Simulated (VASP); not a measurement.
# Te (Fd-3m) in VASP: a series of runs

Runs on Te. Level: LDA. Tasks: single point, relaxation of cell and atoms.

Program: VASP 6.6.1. These are calculated values, not measurements. Logs are shortened: lines on timing, memory, paths and dates and some standing lists are left out, and cuts for length are marked.

**1. The cell of the first run**

It takes space group Fd-3m (No. 227, cubic). The conventional cell has a = 7.003 Å, b = 7.003 Å, c = 7.003 Å, α = 90.00°, β = 90.00°, γ = 90.00°. Te (site symmetry -43m) has 4 Te at 3.03 Å within 4.0 Å.

This isn't the form of Te at room conditions, which is trigonal, of chains.

**2. Single point, LDA**

INCAR

```
SYSTEM = Te
ALGO = Normal
EDIFF = 1E-6
ENCUT = 500
GGA = CA
GGA_COMPAT = .FALSE.
ISIF = 2
ISMEAR = 0
LASPH = .TRUE.
LCHARG = .FALSE.
LREAL = .FALSE.
LWAVE = .FALSE.
NBANDS = 13
NELM = 120
PREC = Accurate
SIGMA = 0.05
```

KPOINTS

```
k-points
0
G
  6 6 6
  0 0 0
```

POSCAR

```
Te
1.0
    0.0000000000      3.5012774738      3.5012774738
    3.5012774738      0.0000000000      3.5012774738
    3.5012774738      3.5012774738      0.0000000000
Te
2
Direct
    1.0000000000      1.0000000000      1.0000000000
    0.2500000000      0.2500000000      0.2500000000
```

Potentials or basis: VASP PAW LDA potentials, release 64 (Te).

The run is started by

```sh
$ cat potpaw_LDA.64/Te/POTCAR > POTCAR
$ mpirun -np 1 vasp_std > vasp.out
```

OUTCAR:

```text
SYSTEM = Te
   EDIFF = 1E-6
   ENCUT = 500
   GGA = CA
   ISIF = 2
   ISMEAR = 0
   LASPH = .TRUE.
   LREAL = .FALSE.
   NELM = 120
   PREC = Accurate

 ion  position               nearest neighbor table
   1  0.000  0.000  0.000-   2 3.03   2 3.03   2 3.03   2 3.03
   2  0.250  0.250  0.250-   1 3.03   1 3.03   1 3.03   1 3.03

  LATTYP: Found a face centered cubic cell.
 ALAT       =     7.0025549476

  Lattice vectors:

 A1 = (   0.0000000000,   3.5012774738,   3.5012774738)
 A2 = (   3.5012774738,   0.0000000000,   3.5012774738)
 A3 = (   3.5012774738,   3.5012774738,   0.0000000000)

Analysis of symmetry for initial positions (statically):
=====================================================================
 Subroutine PRICEL returns:
 Original cell was already a primitive cell.

 Routine SETGRP: Setting up the symmetry group for a
 face centered cubic supercell.

 Subroutine GETGRP returns: Found 48 space group operations
 (whereof 24 operations were pure point group operations)
 out of a pool of 48 trial point group operations.

The static configuration has the point symmetry T_d .
 The point group associated with its full space group is O_h .

Analysis of symmetry for dynamics (positions and initial velocities):
=====================================================================
 Subroutine PRICEL returns:
 Original cell was already a primitive cell.

 Routine SETGRP: Setting up the symmetry group for a
 face centered cubic supercell.

 Subroutine GETGRP returns: Found 48 space group operations
 (whereof 24 operations were pure point group operations)
 out of a pool of 48 trial point group operations.

The dynamic configuration has the point symmetry T_d .
 The point group associated with its full space group is O_h .

 Subroutine INISYM returns: Found 48 space group operations
 (whereof 24 operations are pure point group operations),
 and found     1 'primitive' translations

----------------------------------------------------------------------------------------

                                     Primitive cell

  volume of cell :      85.8439

  direct lattice vectors                    reciprocal lattice vectors
     0.000000000  3.501277474  3.501277474    -0.142805020  0.142805020  0.142805020
     3.501277474  0.000000000  3.501277474     0.142805020 -0.142805020  0.142805020
     3.501277474  3.501277474  0.000000000     0.142805020  0.142805020 -0.142805020

  length of vectors
[... 82 lines left out ...]
   TEBEG  =    0.0;   TEEND  =   0.0 temperature during run
   PSTRESS=    0.0 pullay stress
   NELECT =      12.0000    total number of electrons
   NUPDOWN=      -1.0000    fix difference up-down
   EMIN   =  10.00;   EMAX   =-10.00  energy-range for DOS
   EFERMI =   0.00;   METHOD = LEGACY
   ISMEAR =     0;   SIGMA  =   0.05  broadening in eV -4-tet -1-fermi 0-gaus
   EFERMI_NEDOS =   21; number of points for ismear=-14 and -15
   IALGO  =     38    algorithm
   IMIX   =      4    mixing-type and parameters
     AMIX     =   0.40;   BMIX     =  1.00
     AMIX_MAG =   1.60;   BMIX_MAG =  1.00
  volume/ion in A,a.u.               =      42.92       289.65
  Fermi-wavevector in a.u.,A,eV,Ry     =   0.849634  1.605576  9.821753  0.721878
  Thomas-Fermi vector in A             =   1.965486
   LORBIT       =      0    0 simple, 1 ext, 2 COOP (PROOUT), +10 PAW based schemes
   GGA     = CA    functional components
   LHFCALC =     F    Hartree Fock is set to
   AEXX    =    0.0000 exact exchange contribution
   IVDW    =     0    specifies the selected vdW correction
   LEPSILON=     F    determine dielectric tensor
   LRPA    =     F    only Hartree local field effects (RPA)
 non-spin polarized calculation
 Gauss-broadening in eV      SIGMA  =   0.05
  energy-cutoff  :      500.00
  volume of cell :       85.84
 maximum number of plane-waves:      2202
   NGX = 19   NGY = 19   NGZ = 19

 number of electron      11.9999998 magnetization

 Free energy of the ion-electron system (eV)
  ---------------------------------------------------
  ext. energy  EPLUGINS =         0.00000000
  ---------------------------------------------------
  free energy    TOTEN  =        -6.54795133 eV

  energy without entropy =       -6.54544235  energy(sigma->0) =       -6.54669684

 E-fermi :   3.7830     XC(G=0):  -8.1686

 val. band max:        3.7013959288   @ k =  -0.3333   0.3333   0.0000
 cond. band min:       3.7935364422   @ k =   0.1667   0.1667   0.0000
 fundamental gap:      0.0921405134
 Fermi energy:         3.7830246798

 k-point     1 :       0.0000    0.0000    0.0000
  band No.  band energies     occupation
      1      -9.5882      2.00000
      2      -4.7759      2.00000
      3       0.6165      2.00000
      4       0.6165      2.00000
      5       0.6165      2.00000
      6       3.0248      2.00000
      7       3.0248      2.00000
      8       3.0248      2.00000
      9       7.1743      0.00000
     10       9.6570      0.00000
     11       9.6570      0.00000
     12      11.0795      0.00000
     13      11.0795      0.00000
[... 226 lines left out ...]
  band No.  band energies     occupation
      1      -7.7440      2.00000
      2      -7.7440      2.00000
      3      -0.8702      2.00000
      4      -0.8702      2.00000
      5       2.5886      2.00000
      6       2.5886      2.00000
      7       5.3307      0.00000
      8       5.3307      0.00000
      9       8.6517      0.00000
     10       8.6517      0.00000
     11      11.1447      0.00000
     12      11.1447      0.00000
     13      13.6400      0.00000

------------------------ aborting loop because EDIFF is reached ----------------------------------------

  FORCE on cell =-STRESS in cart. coord.  units (eV):
  Direction    XX          YY          ZZ          XY          YZ          ZX
  --------------------------------------------------------------------------------------
  -------------------------------------------------------------------------------------
  Total        0.0358464      0.0358464      0.0358464      0.0000000      0.0000000      0.0000000
  in kB        0.6690312      0.6690312      0.6690312      0.0000000      0.0000000      0.0000000
  external PRESSURE =       0.6690312 kB  Pullay stress =       0.0000000 kB

 VOLUME and BASIS-vectors are now :
 -----------------------------------------------------------------------------
  energy-cutoff  :      500.00
  volume of cell :       85.84
      direct lattice vectors                 reciprocal lattice vectors
     0.000000000  3.501277474  3.501277474    -0.142805020  0.142805020  0.142805020
     3.501277474  0.000000000  3.501277474     0.142805020 -0.142805020  0.142805020
     3.501277474  3.501277474  0.000000000     0.142805020  0.142805020 -0.142805020

 POSITION                                       TOTAL-FORCE (eV/Angst)
 -----------------------------------------------------------------------------------
      0.00000      0.00000      0.00000        -0.000000     -0.000000     -0.000000
      1.75064      1.75064      1.75064         0.000000      0.000000      0.000000
 -----------------------------------------------------------------------------------
    total drift:                                0.000000      0.000000      0.000000

  FREE ENERGIE OF THE ION-ELECTRON SYSTEM (eV)
  ---------------------------------------------------
  free  energy   TOTEN  =        -6.5479513275 eV

  energy  without entropy=       -6.5454423479  energy(sigma->0) =       -6.54669684
```

stdout:

```text
POSCAR found type information on POSCAR Te
 POSCAR found :  1 types and       2 ions
 scaLAPACK will be used
 LDA part: xc-table for (Slater(with rela. corr.)+CA(PZ))
 , standard interpolation
 POSCAR, INCAR and KPOINTS ok, starting setup
 FFT: planning ... GRIDC
 FFT: planning ... GRID_SOFT
 FFT: planning ... GRID
 WAVECAR not read
 entering main loop
```

It took 9.7 s on 1 thread of Intel Xeon Platinum 8488C (Sapphire Rapids), shared host; peak memory 0.17 GiB.

What came out:

```
Free energy            : -6.5480 eV
Pressure               : 0.1 GPa
Band gap on the k mesh : zero (bands 6 and 7 overlap by 0.99 eV)
```

Caveat: spin-orbit coupling is left out, which moves the levels of the heavy elements.

**3. Relaxation of cell and atoms, LDA**

This run uses another cell than the first one, of 33.86 Å³/atom.

INCAR

```
ALGO = Normal
EDIFF = 1E-7
EDIFFG = -0.01
ENCUT = 500
GGA = CA
GGA_COMPAT = False
IBRION = 2
ISIF = 3
ISMEAR = 0
LASPH = True
LCHARG = False
LREAL = False
LWAVE = False
NELM = 120
NELMIN = 4
NSW = 80
PREC = Accurate
SIGMA = 0.05
```

KPOINTS

```
k-points
0
Gamma
  6 6 6
```

POSCAR

```
Te
1.0
    0.0000000000      3.2350000000      3.2350000000
    3.2350000000      0.0000000000      3.2350000000
    3.2350000000      3.2350000000      0.0000000000
Te
2
Direct
    1.0000000000      1.0000000000      1.0000000000
    0.2500000000      0.2500000000      0.2500000000
```

Potentials or basis: VASP PAW LDA potentials, release 64 (Te).

The run is started by

```sh
$ cat potpaw_LDA.64/Te/POTCAR > POTCAR
$ mpirun -np 1 vasp_std > vasp.out
```

OUTCAR:

```text
EDIFF = 1E-7
   EDIFFG = -0.01
   ENCUT = 500
   GGA = CA
   IBRION = 2
   ISIF = 3
   ISMEAR = 0
   LASPH = True
   LREAL = False
   NELM = 120
   NELMIN = 4
   NSW = 80
   PREC = Accurate

 ion  position               nearest neighbor table
   1  0.000  0.000  0.000-   2 2.80   2 2.80   2 2.80   2 2.80
   2  0.250  0.250  0.250-   1 2.80   1 2.80   1 2.80   1 2.80

  LATTYP: Found a face centered cubic cell.
 ALAT       =     6.4700000000

  Lattice vectors:

 A1 = (   0.0000000000,   3.2350000000,   3.2350000000)
 A2 = (   3.2350000000,   0.0000000000,   3.2350000000)
 A3 = (   3.2350000000,   3.2350000000,   0.0000000000)

Analysis of symmetry for initial positions (statically):
=====================================================================
 Subroutine PRICEL returns:
 Original cell was already a primitive cell.

 Routine SETGRP: Setting up the symmetry group for a
 face centered cubic supercell.

 Subroutine GETGRP returns: Found 48 space group operations
 (whereof 24 operations were pure point group operations)
 out of a pool of 48 trial point group operations.

The static configuration has the point symmetry T_d .
 The point group associated with its full space group is O_h .

Analysis of symmetry for dynamics (positions and initial velocities):
=====================================================================
 Subroutine PRICEL returns:
 Original cell was already a primitive cell.
[... 141 lines left out ...]

 number of electron      12.0000000 magnetization

 Free energy of the ion-electron system (eV)
  ---------------------------------------------------
  ext. energy  EPLUGINS =         0.00000000
  ---------------------------------------------------
  free energy    TOTEN  =        -5.97488344 eV

  energy without entropy =       -5.97194425  energy(sigma->0) =       -5.97341385

 E-fermi :   6.3297     XC(G=0):  -9.1321

 val. band max:        6.2980764337   @ k =   0.3333   0.0000   0.0000
 cond. band min:       6.3373702447   @ k =   0.1667   0.1667   0.0000
 fundamental gap:      0.0392938110
 Fermi energy:         6.3297224518

 k-point     1 :       0.0000    0.0000    0.0000
  band No.  band energies     occupation
      1      -8.6461      2.00000
      2      -1.3101      2.00000
      3       2.4609      2.00000
      4       2.4609      2.00000
      5       2.4609      2.00000
      6       5.2665      2.00000
      7       5.2665      2.00000
      8       5.2665      2.00000
      9       9.6020      0.00000
     10      12.0577      0.00000
[... 300 lines left out ...]
--------------------------------------- Ionic step        4  -------------------------------------------

 number of electron      11.9999998 magnetization

 Free energy of the ion-electron system (eV)
  ---------------------------------------------------
  ext. energy  EPLUGINS =         0.00000000
  ---------------------------------------------------
  free energy    TOTEN  =        -6.54749232 eV

  energy without entropy =       -6.54502967  energy(sigma->0) =       -6.54626099

 E-fermi :   3.7548     XC(G=0):  -8.1572

 val. band max:        3.6683825358   @ k =  -0.3333   0.3333   0.0000
 cond. band min:       3.7652956259   @ k =   0.1667   0.1667   0.0000
 fundamental gap:      0.0969130902
 Fermi energy:         3.7547933977

 k-point     1 :       0.0000    0.0000    0.0000
  band No.  band energies     occupation
      1      -9.5993      2.00000
      2      -4.8131      2.00000
      3       0.5967      2.00000
      4       0.5967      2.00000
      5       0.5967      2.00000
      6       2.9998      2.00000
      7       2.9998      2.00000
      8       2.9998      2.00000
      9       7.1475      0.00000
     10       9.6309      0.00000
[... 222 lines left out ...]
  FREE ENERGIE OF THE ION-ELECTRON SYSTEM (eV)
  ---------------------------------------------------
  free  energy   TOTEN  =        -6.5474923231 eV

  energy  without entropy=       -6.5450296669  energy(sigma->0) =       -6.54626099

 reached required accuracy - stopping structural energy minimisation
```

OSZICAR:

```text
N       E                     dE             d eps       ncg     rms          rms(c)
DAV:   1     0.424968370169E+02    0.42497E+02   -0.41416E+03   320   0.876E+02
DAV:   2    -0.366342292105E+01   -0.46160E+02   -0.44694E+02   450   0.134E+02
DAV:   3    -0.596055154496E+01   -0.22971E+01   -0.22839E+01   400   0.329E+01
[... 39 lines left out ...]
DAV:   3    -0.654750838154E+01    0.41979E-03   -0.83334E-04   328   0.151E-01    0.108E-01
DAV:   4    -0.654749477622E+01    0.13605E-04   -0.40415E-05   412   0.376E-02    0.133E-01
DAV:   5    -0.654749250869E+01    0.22675E-05   -0.12795E-06   436   0.866E-03    0.157E-02
DAV:   6    -0.654749232346E+01    0.18523E-06   -0.11287E-07   206   0.245E-03    0.101E-02
DAV:   7    -0.654749232308E+01    0.38153E-09   -0.51623E-08   160   0.190E-03
   4 F= -.65474923E+01 E0= -.65462610E+01  d E =-.572609E+00
```

Run time: 30 s. Hardware: 1 thread of Intel Xeon Platinum 8488C (Sapphire Rapids), shared host; peak memory 0.17 GiB.

What came out:

```yaml
Free_energy: -6.5475 eV
Relaxed_volume: 43.05 Å³/atom
Relaxed_cell: a = 4.956 Å, b = 4.956 Å, c = 4.956 Å, α = 60.00°, β = 60.00°, γ = 60.00°
Space_group_after_relaxing_to_0.1_Å: Fd-3m (No. 227)
Energy_gained_by_relaxing: 286.3 meV/atom
Ionic_steps: 4
Pressure_after_relaxing: 0.0 GPa
Band_gap_on_the_k_mesh: zero (bands 6 and 7 overlap by 0.99 eV)
```

Step by step:
```tsv
step	energy change (eV)	largest force (eV/Å)	pressure (GPa)	volume (Å³)
1	0.0000	0.0000	12.66	67.71
2	-0.4456	0.0000	-3.16	97.44
3	-0.5723	0.0000	0.19	85.51
4	-0.5726	0.0000	-0.03	86.09
```

Final structure:
```
CELL_PARAMETERS angstrom
0.00000 3.50467 3.50467
3.50467 0.00000 3.50467
3.50467 3.50467 0.00000
ATOMIC_POSITIONS crystal
Te 0.00000 0.00000 0.00000
Te 0.25000 0.25000 0.25000
```

Caveat: the volume moved by over 15 % at a fixed basis, so the end points are rough; spin-orbit coupling is left out, which moves the levels of the heavy elements.
